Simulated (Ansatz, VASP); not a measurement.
Ti2Co in VASP and in Ansatz

```xyz
6
Lattice="0.0000 3.4947 3.4947 3.4947 0.0000 3.4947 3.4947 3.4947 0.0000" Properties=species:S:1:pos:R:3 pbc="T T T"
Ti    4.3683    4.3683    4.3683
Ti    4.3683    2.6210    2.6210
Ti    2.6210    2.6210    4.3683
Ti    2.6210    4.3683    2.6210
Co    0.0000    0.0000    0.0000
Co    1.7473    1.7473    1.7473
```

Alike in both runs: functional PBEsol; k mesh 8 × 8 × 8; occupations fermi-dirac, width 0.15 eV; collinear spin.

Ansatz relaxed the structure, and its values are those at the end. VASP's run is a single point on that final structure, the one shown.

|  | VASP | Ansatz |
| --- | --- | --- |
| version | VASP 6.6.1 | Ansatz 0.2.0 |
| potentials or method | VASP PAW PBE potentials, release 64 (Ti_sv, Co), cutoff 520 eV | plane waves, PAW |
| valence electrons in the cell | 66 | 82 |

```tsv
	VASP	Ansatz	Ansatz less VASP
pressure (GPa)	-0.1	0.0	+0.06
net moment per atom (μB)	0.22	0.23	+0.008
size of the moment on the site where the two differ most (μB)	0.87	0.91	+0.041
```

VASP's potentials were made for PBE, not for PBEsol. Site moments also hang on the region over which each program counts them. VASP's potentials hold 66 valence electrons a cell and Ansatz's 82, so a difference there can come from the potentials and not from the codes. Ansatz's warnings: seeded moment not kept.
